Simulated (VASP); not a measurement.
## CdTe (rocksalt type): single point with LDA

CdTe (rocksalt type):

```xyz
2
Lattice="0.0000 2.7530 2.7530 2.7530 0.0000 2.7530 2.7530 2.7530 0.0000" Properties=species:S:1:pos:R:3 pbc="T T T"
Cd    0.0000    0.0000    0.0000
Te    2.7530    2.7530    2.7530
```

```
Program                : VASP 6.6.1
Task                   : single point
Functional             : LDA
Potentials or basis    : VASP PAW LDA potentials, release 64 (Cd, Te)
Cutoff                 : 520 eV
k mesh                 : 13 × 13 × 13
Occupations            : fermi-dirac, width 0.05 eV
Spin                   : no spin polarisation
Dipole correction      : no
Further INCAR settings : ALGO = Normal; EDIFF = 1e-06; NBANDS = 16
```

```json
{
  "Pressure": "25.0 GPa",
  "Band gap on the k mesh": "zero (bands 9 and 10 overlap by 1.82 eV)"
}
```

Levels at points of the mesh, in eV from the Fermi level:
| k point | band 6 | band 7 | band 8 | band 9 | band 10 | band 11 | band 12 | band 13 |
| --- | --- | --- | --- | --- | --- | --- | --- | --- |
| (0.00, 0.00, 0.00) | -9.31 | -0.85 | -0.85 | -0.85 | 2.10 | 7.20 | 7.20 | 7.20 |

Run time: 66 s on 1 thread of Intel Xeon 8259CL, with other jobs on the host, peak memory 0.19 GiB.

Caveat: the cell stands under pressure; spin-orbit coupling is left out, which moves the levels of the heavy elements.
